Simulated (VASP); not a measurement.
# Ge3Se5 (Im-3m) in VASP: a series of runs

Runs on Ge3Se5. Level: PBE. Tasks: single point.

All numbers are computed with VASP 6.6.1; they aren't measurements. Logs are shortened: lines on timing, memory, paths and dates and some standing lists are left out, and cuts for length are marked.

### 1 The cell of the first run

It takes space group Im-3m (No. 229, cubic). Conventional cell: a = 6.920 Å, b = 6.920 Å, c = 6.920 Å, α = 90.00°, β = 90.00°, γ = 90.00°. Within 3.9 Å of Ge (site symmetry 4/mmm) lie 10 Se at 3.00 to 3.46 Å and 4 Ge at 3.46 Å. Se (site symmetry m-3m) has 8 Se at 3.00 Å and 6 Ge at 3.46 Å within 3.9 Å. Within 3.9 Å of Se (site symmetry -3m) lie 6 Ge at 3.00 Å and 8 Se at 3.00 to 3.46 Å.

### 2 Single point, PBE

Input file INCAR:

```
SYSTEM = Ge3Se5
PREC = Accurate
ENCUT = 520
EDIFF = 1E-6
ISMEAR = 0
SIGMA = 0.1
LREAL = .FALSE.
LASPH = .TRUE.
NELM = 100
ALGO = Normal
ISIF = 2
LWAVE = .FALSE.
LCHARG = .TRUE.
GGA = PE
LELF = .TRUE.
LVHAR = .TRUE.
NBANDS = 46
```

Input file KPOINTS:

```
regular mesh
0
G
  4 4 4
  0 0 0
```

Input file POSCAR:

```
Ge3Se5
1.0
   -3.4599893682      3.4599893682      3.4599893682
    3.4599893682     -3.4599893682      3.4599893682
    3.4599893682      3.4599893682     -3.4599893682
Ge Se
3 5
Direct
    0.0000000000      0.5000000000      0.5000000000
    0.5000000000      0.5000000000      0.0000000000
    0.5000000000      0.0000000000      0.5000000000
    0.0000000000      0.0000000000      0.0000000000
    0.0000000000      0.0000000000      0.5000000000
    0.0000000000      0.5000000000      0.0000000000
    0.5000000000      0.0000000000      0.0000000000
    0.5000000000      0.5000000000      0.5000000000
```

Potentials or basis: VASP PAW PBE potentials, release 64 (Ge_d, Se).

The run is started by

```console
$ cat potpaw_PBE.64/Ge_d/POTCAR potpaw_PBE.64/Se/POTCAR > POTCAR
$ mpirun -np 1 vasp_std > vasp.out
```

OUTCAR:

```text
SYSTEM = Ge3Se5
   PREC = Accurate
   ENCUT = 520
   EDIFF = 1E-6
   ISMEAR = 0
   LREAL = .FALSE.
   LASPH = .TRUE.
   NELM = 100
   ISIF = 2
   GGA = PE

 ion  position               nearest neighbor table
   1  0.000  0.500  0.500-
   2  0.500  0.500  0.000-
   3  0.500  0.000  0.500-
   4  0.000  0.000  0.000-
   5  0.000  0.000  0.500-
   6  0.000  0.500  0.000-
   7  0.500  0.000  0.000-
   8  0.500  0.500  0.500-

  LATTYP: Found a body centered cubic cell.
 ALAT       =     6.9199787364

  Lattice vectors:

 A1 = (  -3.4599893682,   3.4599893682,   3.4599893682)
 A2 = (   3.4599893682,  -3.4599893682,   3.4599893682)
 A3 = (   3.4599893682,   3.4599893682,  -3.4599893682)

Analysis of symmetry for initial positions (statically):
=====================================================================
 Subroutine PRICEL returns:
 Original cell was already a primitive cell.

 Routine SETGRP: Setting up the symmetry group for a
 body centered cubic supercell.

 Subroutine GETGRP returns: Found 48 space group operations
 (whereof 48 operations were pure point group operations)
 out of a pool of 48 trial point group operations.

The static configuration has the point symmetry O_h .

Analysis of symmetry for dynamics (positions and initial velocities):
=====================================================================
 Subroutine PRICEL returns:
 Original cell was already a primitive cell.

 Routine SETGRP: Setting up the symmetry group for a
 body centered cubic supercell.

 Subroutine GETGRP returns: Found 48 space group operations
 (whereof 48 operations were pure point group operations)
 out of a pool of 48 trial point group operations.

The dynamic configuration has the point symmetry O_h .

 Subroutine INISYM returns: Found 48 space group operations
 (whereof 48 operations are pure point group operations),
 and found     1 'primitive' translations

----------------------------------------------------------------------------------------

                                     Primitive cell

  volume of cell :     165.6854

  direct lattice vectors                    reciprocal lattice vectors
    -3.459989368  3.459989368  3.459989368     0.000000000  0.144509115  0.144509115
     3.459989368 -3.459989368  3.459989368     0.144509115  0.000000000  0.144509115
     3.459989368  3.459989368 -3.459989368     0.144509115  0.144509115  0.000000000

  length of vectors
     5.992877379  5.992877379  5.992877379     0.204366750  0.204366750  0.204366750

  position of ions in fractional coordinates (direct lattice)
     0.000000000  0.500000000  0.500000000
     0.500000000  0.500000000  0.000000000
     0.500000000  0.000000000  0.500000000
     0.000000000  0.000000000  0.000000000
     0.000000000  0.000000000  0.500000000
     0.000000000  0.500000000  0.000000000
     0.500000000  0.000000000  0.000000000
     0.500000000  0.500000000  0.500000000

  ion indices of the primitive-cell ions
   primitive index   ion index
                 1           1
                 2           2
                 3           3
                 4           4
                 5           5
                 6           6
                 7           7
                 8           8

----------------------------------------------------------------------------------------

 KPOINTS: regular mesh

Automatic generation of k-mesh.
 Grid dimensions read from file:
 generate k-points for:    4    4    4

 Generating k-lattice:

  Cartesian coordinates                     Fractional coordinates (reciprocal lattice)
     0.000000000  0.036127279  0.036127279     0.250000000  0.000000000  0.000000000
     0.036127279  0.000000000  0.036127279     0.000000000  0.250000000  0.000000000
     0.036127279  0.036127279  0.000000000     0.000000000  0.000000000  0.250000000

  Length of vectors
     0.051091687  0.051091687  0.051091687

  Shift w.r.t. Gamma in fractional coordinates (k-lattice)
     0.000000000  0.000000000  0.000000000

 Subroutine IBZKPT returns following result:
 ===========================================

 Found      8 irreducible k-points:

 Following reciprocal coordinates:
            Coordinates               Weight
  0.000000  0.000000  0.000000      1.000000
  0.250000  0.000000  0.000000     12.000000
  0.500000  0.000000  0.000000      6.000000
  0.250000  0.250000  0.000000     24.000000
  0.250000  0.250000  0.250000      2.000000
 -0.250000  0.250000  0.250000      6.000000
  0.500000  0.500000  0.250000     12.000000
  0.500000  0.500000  0.500000      1.000000
   k-points           NKPTS =      8   k-points in BZ     NKDIM =      8   number of bands    NBANDS=     46
   number of dos      NEDOS =    301   number of ions     NIONS =      8
   total plane-waves  NPLWV = 110592
   dimension x,y,z NGX =    48 NGY =   48 NGZ =   48
   dimension x,y,z NGXF=    96 NGYF=   96 NGZF=   96
   ions per type =               3   5
   NGX,Y,Z   is equivalent  to a cutoff of  13.32, 13.32, 13.32 a.u.
   NGXF,Y,Z  is equivalent  to a cutoff of  26.63, 26.63, 26.63 a.u.
 SYSTEM =  Ge3Se5
   PREC   = accura    normal or accurate (medium, high low for compatibility)
   ISTART =      0    job   : 0-new  1-cont  2-samecut
   ICHARG =      2    charge: 1-file 2-atom 10-const
   ISPIN  =      1    spin polarized calculation?
   LNONCOLLINEAR =      F non collinear calculations
   LSORBIT =      F    spin-orbit coupling
   LASPH  =      T    aspherical Exc in radial PAW
   ENCUT  =  520.0 eV  38.22 Ry    6.18 a.u.  11.14 11.14 11.14*2*pi/ulx,y,z
   NELM   =    100;   NELMIN=  2; NELMDL= -5     # of ELM steps
   EDIFF  = 0.1E-05   stopping-criterion for ELM
   LREAL  =      F    real-space projection
   EDIFFG = 0.1E-04   stopping-criterion for IOM
   NSW    =      0    number of steps for IOM
   IBRION =     -1    ionic relax: 0-MD 1-quasi-New 2-CG
   NFREE  =      0    steps in history (QN), initial steepest desc. (CG)
   ISIF   =      2    stress and relaxation
   ISYM   =      2    0-nonsym 1-usesym 2-fastsym
   POTIM  = 0.5000    time-step for ionic-motion
   TEBEG  =    0.0;   TEEND  =   0.0 temperature during run
   PSTRESS=    0.0 pullay stress
   NELECT =      72.0000    total number of electrons
   NUPDOWN=      -1.0000    fix difference up-down
   EMIN   =  10.00;   EMAX   =-10.00  energy-range for DOS
   EFERMI =   0.00;   METHOD = LEGACY
   ISMEAR =     0;   SIGMA  =   0.10  broadening in eV -4-tet -1-fermi 0-gaus
   EFERMI_NEDOS =   21; number of points for ismear=-14 and -15
   IALGO  =     38    algorithm
   IMIX   =      4    mixing-type and parameters
     AMIX     =   0.40;   BMIX     =  1.00
     AMIX_MAG =   1.60;   BMIX_MAG =  1.00
  volume/ion in A,a.u.               =      20.71       139.76
  Fermi-wavevector in a.u.,A,eV,Ry     =   1.240007  2.343274 20.920564  1.537618
  Thomas-Fermi vector in A             =   2.374466
   LORBIT       =      0    0 simple, 1 ext, 2 COOP (PROOUT), +10 PAW based schemes
   GGA     = PE    functional components
   LHFCALC =     F    Hartree Fock is set to
   AEXX    =    0.0000 exact exchange contribution
   IVDW    =     0    specifies the selected vdW correction
   LEPSILON=     F    determine dielectric tensor
   LRPA    =     F    only Hartree local field effects (RPA)
 non-spin polarized calculation
 Gauss-broadening in eV      SIGMA  =   0.10
  energy-cutoff  :      520.00
  volume of cell :      165.69
 maximum number of plane-waves:      4508
 NGX is ok and might be reduce to    48
   NGX = 23   NGY = 23   NGZ = 23

 number of electron      72.0000006 magnetization

 Free energy of the ion-electron system (eV)
  ---------------------------------------------------
  ext. energy  EPLUGINS =         0.00000000
  ---------------------------------------------------
  free energy    TOTEN  =       -28.87261430 eV

  energy without entropy =      -28.83202976  energy(sigma->0) =      -28.85232203

 E-fermi :   5.4538     XC(G=0): -10.6021

 val. band max:        5.4164227897   @ k =   0.5000   0.5000   0.5000
 cond. band min:       5.4927544253   @ k =   0.2500   0.0000   0.0000
 fundamental gap:      0.0763316357
 Fermi energy:         5.4538102060

 k-point     1 :       0.0000    0.0000    0.0000
  band No.  band energies     occupation
      1     -19.5263      2.00000
      2     -19.5263      2.00000
      3     -19.5208      2.00000
      4     -19.5208      2.00000
      5     -19.5208      2.00000
      6     -19.5194      2.00000
[... 38 lines left out ...]
     45       9.8402      0.00000
     46       9.8402      0.00000

 k-point     2 :       0.2500    0.0000    0.0000
  band No.  band energies     occupation
      1     -19.5253      2.00000
      2     -19.5225      2.00000
      3     -19.5197      2.00000
      4     -19.5194      2.00000
      5     -19.5188      2.00000
      6     -19.5181      2.00000
[... 38 lines left out ...]
     45       9.8958      0.00000
     46      10.3383      0.00000

 k-point     3 :       0.5000    0.0000    0.0000
  band No.  band energies     occupation
      1     -19.5244      2.00000
      2     -19.5182      2.00000
      3     -19.5173      2.00000
      4     -19.5150      2.00000
      5     -19.5144      2.00000
      6     -19.5143      2.00000
[... 38 lines left out ...]
     45       9.5144      0.00000
     46      10.0585      0.00000

 k-point     4 :       0.2500    0.2500    0.0000
  band No.  band energies     occupation
      1     -19.5228      2.00000
      2     -19.5193      2.00000
      3     -19.5180      2.00000
      4     -19.5166      2.00000
      5     -19.5166      2.00000
      6     -19.5143      2.00000
[... 38 lines left out ...]
     45       9.1396      0.00000
     46       9.7999      0.00000

 k-point     5 :       0.2500    0.2500    0.2500
  band No.  band energies     occupation
      1     -19.5147      2.00000
      2     -19.5147      2.00000
      3     -19.5147      2.00000
      4     -19.5141      2.00000
      5     -19.5141      2.00000
      6     -19.5141      2.00000
[... 38 lines left out ...]
     45       8.8022      0.00000
     46       8.8022      0.00000

 k-point     6 :      -0.2500    0.2500    0.2500
  band No.  band energies     occupation
      1     -19.5267      2.00000
      2     -19.5216      2.00000
      3     -19.5198      2.00000
      4     -19.5179      2.00000
      5     -19.5179      2.00000
      6     -19.5141      2.00000
[... 38 lines left out ...]
     45       8.9959      0.00000
     46       9.5568      0.00000

 k-point     7 :       0.5000    0.5000    0.2500
  band No.  band energies     occupation
      1     -19.5265      2.00000
      2     -19.5200      2.00000
      3     -19.5189      2.00000
      4     -19.5185      2.00000
      5     -19.5181      2.00000
      6     -19.5171      2.00000
[... 38 lines left out ...]
     45       8.7679      0.00000
     46       9.1210      0.00000

 k-point     8 :       0.5000    0.5000    0.5000
  band No.  band energies     occupation
      1     -19.5291      2.00000
      2     -19.5210      2.00000
      3     -19.5210      2.00000
      4     -19.5189      2.00000
      5     -19.5189      2.00000
      6     -19.5189      2.00000
[... 38 lines left out ...]
     45       8.0922      0.00000
     46       8.0922      0.00000

------------------------ aborting loop because EDIFF is reached ----------------------------------------

  FORCE on cell =-STRESS in cart. coord.  units (eV):
  Direction    XX          YY          ZZ          XY          YZ          ZX
  --------------------------------------------------------------------------------------
  -------------------------------------------------------------------------------------
  Total        0.0565474      0.0565474      0.0565474     -0.0000000     -0.0000000     -0.0000000
  in kB        0.5468133      0.5468133      0.5468133     -0.0000000     -0.0000000     -0.0000000
  external PRESSURE =       0.5468133 kB  Pullay stress =       0.0000000 kB

 VOLUME and BASIS-vectors are now :
 -----------------------------------------------------------------------------
  energy-cutoff  :      520.00
  volume of cell :      165.69
      direct lattice vectors                 reciprocal lattice vectors
    -3.459989368  3.459989368  3.459989368     0.000000000  0.144509115  0.144509115
     3.459989368 -3.459989368  3.459989368     0.144509115  0.000000000  0.144509115
     3.459989368  3.459989368 -3.459989368     0.144509115  0.144509115  0.000000000

 POSITION                                       TOTAL-FORCE (eV/Angst)
 -----------------------------------------------------------------------------------
      3.45999      0.00000      0.00000        -0.000000     -0.000000      0.000000
      0.00000      0.00000      3.45999         0.000000      0.000000     -0.000000
      0.00000      3.45999      0.00000         0.000000     -0.000000      0.000000
      0.00000      0.00000      0.00000        -0.000000     -0.000000     -0.000000
      1.72999      1.72999     -1.72999        -0.000000      0.000000     -0.000000
      1.72999     -1.72999      1.72999         0.000000     -0.000000      0.000000
     -1.72999      1.72999      1.72999         0.000000     -0.000000     -0.000000
      1.72999      1.72999      1.72999         0.000000      0.000000     -0.000000
 -----------------------------------------------------------------------------------
    total drift:                               -0.000000     -0.000000      0.000000

  FREE ENERGIE OF THE ION-ELECTRON SYSTEM (eV)
  ---------------------------------------------------
  free  energy   TOTEN  =       -28.8726142976 eV

  energy  without entropy=      -28.8320297647  energy(sigma->0) =      -28.85232203
```

Run time: 66 s. Hardware: 1 thread of AMD EPYC 9R45 (Zen 5), shared host; peak memory 0.29 GiB.

What came out:

```
Free energy            : -28.8726 eV
Pressure               : 0.1 GPa
Band gap on the k mesh : zero (band 36 reaches 7.08 eV, above the bottom of band 37 at 5.01 eV)
```

Levels at points of the mesh, in eV from the Fermi level:
| k point | band 32 | band 33 | band 34 | band 35 | band 36 | band 37 | band 38 | band 39 |
| --- | --- | --- | --- | --- | --- | --- | --- | --- |
| (0.00, 0.00, 0.00) | -2.30 | 0.22 | 0.22 | 0.25 | 1.62 | 1.62 | 1.62 | 4.25 |
| (0.50, 0.00, 0.00) | -2.27 | -1.26 | -0.91 | -0.89 | -0.41 | -0.07 | 0.77 | 1.26 |
| (0.50, 0.50, 0.50) | -0.53 | -0.53 | -0.47 | -0.47 | -0.47 | -0.44 | -0.44 | -0.44 |

### 3 Single point, PBE

This run uses another cell than the first one, of 24.06 Å³/atom, 1.162 times its volume.

Input file INCAR:

```
SYSTEM = Ge3Se5
PREC     = Accurate       ! precision mode
ENCUT    = 520            ! plane-wave cutoff, eV
EDIFF    = 1E-6           ! SCF threshold, eV
ISMEAR   = 0              ! smearing method
SIGMA    = 0.1            ! smearing width, eV
LREAL    = .FALSE.        ! projectors in reciprocal space
LASPH    = .TRUE.         ! aspherical terms in the spheres
NELM     = 60             ! most SCF steps
ALGO     = Normal         ! electronic algorithm
ISIF     = 2              ! what is computed and relaxed
LWAVE    = .FALSE.        ! write WAVECAR
LCHARG   = .FALSE.        ! write CHGCAR
GGA      = PE             ! functional
NBANDS   = 46             ! bands
```

KPOINTS is that of step 2.

Changes to POSCAR since step 2:

```diff
@@ -2,5 +2,5 @@
 1.0
-   -3.4599893682      3.4599893682      3.4599893682
-    3.4599893682     -3.4599893682      3.4599893682
-    3.4599893682      3.4599893682     -3.4599893682
+   -3.6373081400      3.6373081400      3.6373081400
+    3.6373081400     -3.6373081400      3.6373081400
+    3.6373081400      3.6373081400     -3.6373081400
 Ge Se
```

Potentials or basis: VASP PAW PBE potentials, release 64 (Ge_d, Se).

The run is started by

```console
$ cat potpaw_PBE.64/Ge_d/POTCAR potpaw_PBE.64/Se/POTCAR > POTCAR
$ mpirun -np 1 vasp_std > vasp.out
```

Wall time 62 s (1 thread of AMD EPYC 9R45 (Zen 5), shared host); peak memory 0.31 GiB.

It converged, with:

```yaml
Free_energy: -28.3372 eV
Pressure: -5.9 GPa
Band_gap_on_the_k_mesh: zero (band 36 reaches 5.19 eV, above the bottom of band 37 at 3.58 eV)
```

Levels at points of the mesh, in eV from the Fermi level:
| k point | band 33 | band 34 | band 35 | band 36 | band 37 | band 38 | band 39 | band 40 |
| --- | --- | --- | --- | --- | --- | --- | --- | --- |
| (0.00, 0.00, 0.00) | 0.20 | 0.20 | 0.24 | 1.29 | 1.29 | 1.29 | 3.64 | 3.64 |
| (0.50, 0.00, 0.00) | -1.00 | -0.91 | -0.69 | -0.51 | 0.21 | 0.73 | 1.04 | 1.13 |
| (0.50, 0.50, 0.50) | -0.52 | -0.46 | -0.46 | -0.32 | -0.32 | -0.32 | -0.31 | -0.31 |
